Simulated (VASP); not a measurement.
# TiAl (Pm-3m) in VASP: a series of runs

TiAl is run at these levels: LDA; tasks: single point.

All numbers are computed with VASP 6.6.1; they aren't measurements. Logs are shortened: lines on timing, memory, paths and dates and some standing lists are left out, and cuts for length are marked.

## (1) The cell of the first run

It takes space group Pm-3m (No. 221, cubic). Conventional cell: a = 3.018 Å, b = 3.018 Å, c = 3.018 Å, α = 90.00°, β = 90.00°, γ = 90.00°. Within 3.4 Å of Ti (site symmetry m-3m) lie 8 Al at 2.61 Å and 6 Ti at 3.02 Å. Within 3.4 Å of Al (site symmetry m-3m) lie 8 Ti at 2.61 Å and 6 Al at 3.02 Å.

## (2) Single point, LDA

Contents of INCAR:

```
SYSTEM = TiAl
PREC     = Accurate       ! precision mode
ENCUT    = 520            ! plane-wave cutoff, eV
EDIFF    = 1E-7           ! SCF threshold, eV
ISMEAR   = 0              ! smearing method
SIGMA    = 0.3            ! smearing width, eV
LREAL    = .FALSE.        ! projectors in reciprocal space
LASPH    = .TRUE.         ! aspherical terms in the spheres
NELM     = 60             ! most SCF steps
ALGO     = Normal         ! electronic algorithm
ISIF     = 2              ! what is computed and relaxed
LWAVE    = .FALSE.        ! write WAVECAR
LCHARG   = .TRUE.         ! write CHGCAR
LELF     = .TRUE.         ! ELF
LVHAR    = .TRUE.       
NBANDS   = 14             ! bands
```

Contents of KPOINTS:

```
Automatic mesh
0
G
  8 8 8
  0 0 0
```

Contents of POSCAR:

```
TiAl
1.0
    3.0180000000      0.0000000000      0.0000000000
    0.0000000000      3.0180000000      0.0000000000
    0.0000000000      0.0000000000      3.0180000000
Ti Al
1 1
Direct
    0.5000000000      0.5000000000      0.5000000000
    0.0000000000      0.0000000000      0.0000000000
```

Potentials or basis: VASP PAW LDA potentials, release 64 (Ti_sv, Al).

Launch:

```bash
$ cat potpaw_LDA.64/Ti_sv/POTCAR potpaw_LDA.64/Al/POTCAR > POTCAR
$ mpirun -np 1 vasp_std > vasp.out
```

OUTCAR:

```text
SYSTEM = TiAl
   PREC = Accurate
   ENCUT = 520
   EDIFF = 1E-7
   ISMEAR = 0
   LREAL = .FALSE.
   LASPH = .TRUE.
   NELM = 60
   ISIF = 2

 ion  position               nearest neighbor table
   1  0.500  0.500  0.500-   2 2.61   2 2.61   2 2.61   2 2.61   2 2.61   2 2.61   2 2.61   2 2.61

   2  0.000  0.000  0.000-   1 2.61   1 2.61   1 2.61   1 2.61   1 2.61   1 2.61   1 2.61   1 2.61

  LATTYP: Found a simple cubic cell.
 ALAT       =     3.0180000000

  Lattice vectors:

 A1 = (   3.0180000000,   0.0000000000,   0.0000000000)
 A2 = (   0.0000000000,   3.0180000000,   0.0000000000)
 A3 = (   0.0000000000,   0.0000000000,   3.0180000000)

Analysis of symmetry for initial positions (statically):
=====================================================================
 Subroutine PRICEL returns:
 Original cell was already a primitive cell.

 Routine SETGRP: Setting up the symmetry group for a
 simple cubic supercell.

 Subroutine GETGRP returns: Found 48 space group operations
 (whereof 48 operations were pure point group operations)
 out of a pool of 48 trial point group operations.

The static configuration has the point symmetry O_h .

Analysis of symmetry for dynamics (positions and initial velocities):
=====================================================================
 Subroutine PRICEL returns:
 Original cell was already a primitive cell.

 Routine SETGRP: Setting up the symmetry group for a
 simple cubic supercell.

 Subroutine GETGRP returns: Found 48 space group operations
 (whereof 48 operations were pure point group operations)
 out of a pool of 48 trial point group operations.

The dynamic configuration has the point symmetry O_h .

 Subroutine INISYM returns: Found 48 space group operations
 (whereof 48 operations are pure point group operations),
 and found     1 'primitive' translations

----------------------------------------------------------------------------------------

                                     Primitive cell

  volume of cell :      27.4889

  direct lattice vectors                    reciprocal lattice vectors
     3.018000000  0.000000000  0.000000000     0.331345262  0.000000000  0.000000000
     0.000000000  3.018000000  0.000000000     0.000000000  0.331345262  0.000000000
     0.000000000  0.000000000  3.018000000     0.000000000  0.000000000  0.331345262

  length of vectors
     3.018000000  3.018000000  3.018000000     0.331345262  0.331345262  0.331345262

  position of ions in fractional coordinates (direct lattice)
     0.500000000  0.500000000  0.500000000
     0.000000000  0.000000000  0.000000000

  ion indices of the primitive-cell ions
   primitive index   ion index
                 1           1
                 2           2

----------------------------------------------------------------------------------------

 KPOINTS: Automatic mesh

Automatic generation of k-mesh.
 Grid dimensions read from file:
 generate k-points for:    8    8    8

 Generating k-lattice:

  Cartesian coordinates                     Fractional coordinates (reciprocal lattice)
     0.041418158  0.000000000  0.000000000     0.125000000  0.000000000  0.000000000
     0.000000000  0.041418158  0.000000000     0.000000000  0.125000000  0.000000000
     0.000000000  0.000000000  0.041418158     0.000000000  0.000000000  0.125000000

  Length of vectors
     0.041418158  0.041418158  0.041418158

  Shift w.r.t. Gamma in fractional coordinates (k-lattice)
     0.000000000  0.000000000  0.000000000

 Subroutine IBZKPT returns following result:
 ===========================================

 Found     35 irreducible k-points:

 Following reciprocal coordinates:
            Coordinates               Weight
  0.000000  0.000000  0.000000      1.000000
  0.125000  0.000000  0.000000      6.000000
  0.250000  0.000000  0.000000      6.000000
  0.375000  0.000000  0.000000      6.000000
  0.500000  0.000000  0.000000      3.000000
  0.125000  0.125000  0.000000     12.000000
[... 16 lines left out ...]
  0.375000  0.375000  0.125000     24.000000
  0.500000  0.375000  0.125000     24.000000
 [... further k-points ...]
   k-points           NKPTS =     35   k-points in BZ     NKDIM =     35   number of bands    NBANDS=     14
   number of dos      NEDOS =    301   number of ions     NIONS =      2
   total plane-waves  NPLWV =  13824
   dimension x,y,z NGX =    24 NGY =   24 NGZ =   24
   dimension x,y,z NGXF=    48 NGYF=   48 NGZF=   48
   ions per type =               1   1
   NGX,Y,Z   is equivalent  to a cutoff of  13.22, 13.22, 13.22 a.u.
   NGXF,Y,Z  is equivalent  to a cutoff of  26.44, 26.44, 26.44 a.u.
 SYSTEM =  TiAl
   PREC   = accura    normal or accurate (medium, high low for compatibility)
   ISTART =      0    job   : 0-new  1-cont  2-samecut
   ICHARG =      2    charge: 1-file 2-atom 10-const
   ISPIN  =      1    spin polarized calculation?
   LNONCOLLINEAR =      F non collinear calculations
   LSORBIT =      F    spin-orbit coupling
   LASPH  =      T    aspherical Exc in radial PAW
   ENCUT  =  520.0 eV  38.22 Ry    6.18 a.u.   5.61  5.61  5.61*2*pi/ulx,y,z
   NELM   =     60;   NELMIN=  2; NELMDL= -5     # of ELM steps
   EDIFF  = 0.1E-06   stopping-criterion for ELM
   LREAL  =      F    real-space projection
   EDIFFG = 0.1E-05   stopping-criterion for IOM
   NSW    =      0    number of steps for IOM
   IBRION =     -1    ionic relax: 0-MD 1-quasi-New 2-CG
   NFREE  =      0    steps in history (QN), initial steepest desc. (CG)
   ISIF   =      2    stress and relaxation
   ISYM   =      2    0-nonsym 1-usesym 2-fastsym
   POTIM  = 0.5000    time-step for ionic-motion
   TEBEG  =    0.0;   TEEND  =   0.0 temperature during run
   PSTRESS=    0.0 pullay stress
   NELECT =      15.0000    total number of electrons
   NUPDOWN=      -1.0000    fix difference up-down
   EMIN   =  10.00;   EMAX   =-10.00  energy-range for DOS
   EFERMI =   0.00;   METHOD = LEGACY
   ISMEAR =     0;   SIGMA  =   0.30  broadening in eV -4-tet -1-fermi 0-gaus
   EFERMI_NEDOS =   21; number of points for ismear=-14 and -15
   IALGO  =     38    algorithm
   IMIX   =      4    mixing-type and parameters
     AMIX     =   0.40;   BMIX     =  1.00
     AMIX_MAG =   1.60;   BMIX_MAG =  1.00
  volume/ion in A,a.u.               =      13.74        92.75
  Fermi-wavevector in a.u.,A,eV,Ry     =   1.337784  2.528045 24.349887  1.789666
  Thomas-Fermi vector in A             =   2.466306
   LORBIT       =      0    0 simple, 1 ext, 2 COOP (PROOUT), +10 PAW based schemes
   GGA     = CA    functional components
   LHFCALC =     F    Hartree Fock is set to
   AEXX    =    0.0000 exact exchange contribution
   IVDW    =     0    specifies the selected vdW correction
   LEPSILON=     F    determine dielectric tensor
   LRPA    =     F    only Hartree local field effects (RPA)
 non-spin polarized calculation
 Gauss-broadening in eV      SIGMA  =   0.30
  energy-cutoff  :      520.00
  volume of cell :       27.49
 maximum number of plane-waves:       756
 NGX is ok and might be reduce to    24
   NGX = 11   NGY = 11   NGZ = 11

 number of electron      14.9999999 magnetization

 Free energy of the ion-electron system (eV)
  ---------------------------------------------------
  ext. energy  EPLUGINS =         0.00000000
  ---------------------------------------------------
  free energy    TOTEN  =       -13.19847278 eV

  energy without entropy =      -13.10818277  energy(sigma->0) =      -13.15332777

 E-fermi :  10.2669     XC(G=0): -12.0125

 val. band max:       10.2077935831   @ k =   0.5000   0.5000   0.2500
 cond. band min:      10.3282510285   @ k =   0.3750   0.1250   0.0000
 fundamental gap:      0.1204574454
 Fermi energy:        10.2669018816

 k-point     1 :       0.0000    0.0000    0.0000
  band No.  band energies     occupation
      1     -45.6107      2.00000
      2     -22.1741      2.00000
      3     -22.1741      2.00000
      4     -22.1741      2.00000
      5       0.4017      2.00000
      6       8.4471      2.00000
      7       8.4471      2.00000
      8      12.3969      0.00000
      9      12.3969      0.00000
     10      12.3969      0.00000
     11      15.5194      0.00000
     12      15.5194      0.00000
     13      15.5194      0.00000
     14      20.1031      0.00000

 k-point     2 :       0.1250    0.0000    0.0000
  band No.  band energies     occupation
      1     -45.6060      2.00000
      2     -22.2208      2.00000
      3     -22.1700      2.00000
      4     -22.1700      2.00000
      5       0.6861      2.00000
      6       8.3417      2.00000
      7       8.5798      2.00000
      8      11.9457      0.00000
      9      11.9457      0.00000
     10      12.4345      0.00000
     11      14.6205      0.00000
     12      16.1561      0.00000
     13      16.1561      0.00000
     14      19.6426      0.00000

 k-point     3 :       0.2500    0.0000    0.0000
  band No.  band energies     occupation
      1     -45.5948      2.00000
      2     -22.3323      2.00000
      3     -22.1601      2.00000
      4     -22.1601      2.00000
      5       1.5079      2.00000
      6       7.6753      2.00000
      7       8.9322      2.00000
      8      11.1830      0.00002
      9      11.1830      0.00002
     10      12.5273      0.00000
     11      13.7124      0.00000
     12      17.5025      0.00000
     13      17.5025      0.00000
     14      18.5548      0.00000

 k-point     4 :       0.3750    0.0000    0.0000
  band No.  band energies     occupation
      1     -45.5835      2.00000
      2     -22.4420      2.00000
      3     -22.1502      2.00000
      4     -22.1502      2.00000
      5       2.7807      2.00000
      6       6.2111      2.00000
      7       9.3458      1.99999
      8      10.6183      0.09759
      9      10.6183      0.09759
     10      12.6228      0.00000
     11      13.7685      0.00000
     12      17.4776      0.00000
     13      19.1128      0.00000
     14      19.1128      0.00000

 k-point     5 :       0.5000    0.0000    0.0000
  band No.  band energies     occupation
      1     -45.5788      2.00000
      2     -22.4870      2.00000
      3     -22.1461      2.00000
      4     -22.1461      2.00000
      5       4.1477      2.00000
      6       4.7047      2.00000
      7       9.5423      1.99936
      8      10.4163      0.48125
      9      10.4163      0.48124
     10      12.6633      0.00000
     11      13.9818      0.00000
[... 276 lines left out ...]
 k-point    22 :       0.5000    0.2500    0.1250
  band No.  band energies     occupation
      1     -45.5594      2.00000
      2     -22.4557      2.00000
      3     -22.2883      2.00000
      4     -22.1745      2.00000
      5       4.5794      2.00000
      6       6.0706      2.00000
      7       8.8159      2.00000
      8      10.0036      1.78550
      9      11.0657      0.00017
     10      11.3914      0.00000
     11      13.9376      0.00000
     12      17.0899      0.00000
     13      17.8141      0.00000
     14      18.5050      0.00000

 k-point    23 :       0.3750    0.3750    0.1250
  band No.  band energies     occupation
      1     -45.5532      2.00000
      2     -22.3993      2.00000
      3     -22.3936      2.00000
      4     -22.1683      2.00000
      5       4.4641      2.00000
      6       7.3757      2.00000
      7       8.0709      2.00000
      8       9.9029      1.91378
      9      11.1146      0.00006
     10      11.3306      0.00000
     11      13.9315      0.00000
     12      15.9079      0.00000
     13      17.3360      0.00000
     14      18.6310      0.00000

 k-point    24 :       0.5000    0.3750    0.1250
  band No.  band energies     occupation
      1     -45.5488      2.00000
      2     -22.4386      2.00000
      3     -22.3898      2.00000
      4     -22.1639      2.00000
      5       4.8700      2.00000
      6       7.1458      2.00000
      7       8.1830      2.00000
      8       9.6297      1.99733
      9      11.3251      0.00000
     10      11.3346      0.00000
     11      13.7750      0.00000
     12      16.1814      0.00000
     13      16.4395      0.00000
     14      18.8349      0.00000

 [... further k-points ...]
[... 5 lines left out ...]
  --------------------------------------------------------------------------------------
  -------------------------------------------------------------------------------------
  Total        2.8471796      2.8471796      2.8471796     -0.0000000      0.0000000     -0.0000000
  in kB      165.9463628    165.9463628    165.9463628     -0.0000000      0.0000000     -0.0000000
  external PRESSURE =     165.9463628 kB  Pullay stress =       0.0000000 kB

 VOLUME and BASIS-vectors are now :
 -----------------------------------------------------------------------------
  energy-cutoff  :      520.00
  volume of cell :       27.49
      direct lattice vectors                 reciprocal lattice vectors
     3.018000000  0.000000000  0.000000000     0.331345262  0.000000000  0.000000000
     0.000000000  3.018000000  0.000000000     0.000000000  0.331345262  0.000000000
     0.000000000  0.000000000  3.018000000     0.000000000  0.000000000  0.331345262

 POSITION                                       TOTAL-FORCE (eV/Angst)
 -----------------------------------------------------------------------------------
      1.50900      1.50900      1.50900         0.000000      0.000000      0.000000
      0.00000      0.00000      0.00000         0.000000      0.000000      0.000000
 -----------------------------------------------------------------------------------
    total drift:                                0.000000     -0.000000     -0.000000

  FREE ENERGIE OF THE ION-ELECTRON SYSTEM (eV)
  ---------------------------------------------------
  free  energy   TOTEN  =       -13.1984727767 eV

  energy  without entropy=      -13.1081827655  energy(sigma->0) =      -13.15332777
```

Run time: 24 s. Hardware: 1 thread of AMD EPYC 7R13, shared host; peak memory 0.1 GiB.

Results:

```
Free energy : -13.1985 eV
Pressure    : 16.6 GPa
```

Levels at points of the mesh, in eV from the Fermi level:
```csv
k point,band 3,band 4,band 5,band 6,band 7,band 8,band 9,band 10,band 11,band 12
"(0.00, 0.00, 0.00)",-32.44,-32.44,-9.87,-1.82,-1.82,2.13,2.13,2.13,5.25,5.25
"(0.50, 0.00, 0.00)",-32.41,-32.41,-6.12,-5.56,-0.72,0.15,0.15,2.40,3.71,6.76
"(0.50, 0.50, 0.00)",-32.70,-32.38,-5.46,-2.00,-2.00,-1.64,0.75,0.75,3.37,5.79
"(0.50, 0.50, 0.50)",-32.66,-32.66,-3.58,-3.58,-3.58,1.56,3.45,3.45,3.51,3.51
```

[end of part 1 of 2]
